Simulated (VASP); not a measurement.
A run of VASP 6.6.1 is set up as follows.

The input INCAR:

```
ALGO = Normal
EDIFF = 1E-6
ENCUT = 520
GGA = PE
ISIF = 2
ISMEAR = 0
LASPH = T
LCHARG = F
LREAL = F
LWAVE = F
NBANDS = 30
NELM = 80
PREC = Accurate
SIGMA = 0.2
```

File KPOINTS:

```
k-points
0
Gamma
  2 5 5
```

File POSCAR:

```
Hf4C
1.0
    8.7180360561      0.0000000000      0.0000000000
    0.0000000000      2.3234885717      2.3220375786
    0.0000000000     -2.3234885717      2.3220375786
Hf C
4 1
Direct
    0.5000000000      0.6983389596      0.6983389596
    0.0000000000      0.6983368131      0.6983368131
    0.7403503017      0.1983440229      0.1983440229
    0.2596496983      0.1983440229      0.1983440229
    0.0000000000      0.1983476514      0.1983476514
```

Potentials or basis: VASP PAW PBE potentials, release 64 (Hf_pv, C).

The run is started by

```console
$ cat potpaw_PBE.64/Hf_pv/POTCAR potpaw_PBE.64/C/POTCAR > POTCAR
$ mpirun -np 1 vasp_std > vasp.out
```

Question: What does it give for the pressure?

Answer: -0.4 GPa.

Question: Estimate the largest force.

Answer: 0.024 eV/Å.

Question: What does it give for the band gap on the k mesh?

Answer: Zero (band 22 reaches 5.66 eV, above the bottom of band 23 at 4.41 eV).

Stress tensor (GPa, compression positive):
```
-0.46  0.00  0.00
 0.00 -0.49  0.00
 0.00  0.00 -0.39
```

Caveat: the k points lie up to 0.38 Å⁻¹ apart; spin-orbit coupling is left out, which moves the levels of the heavy elements.
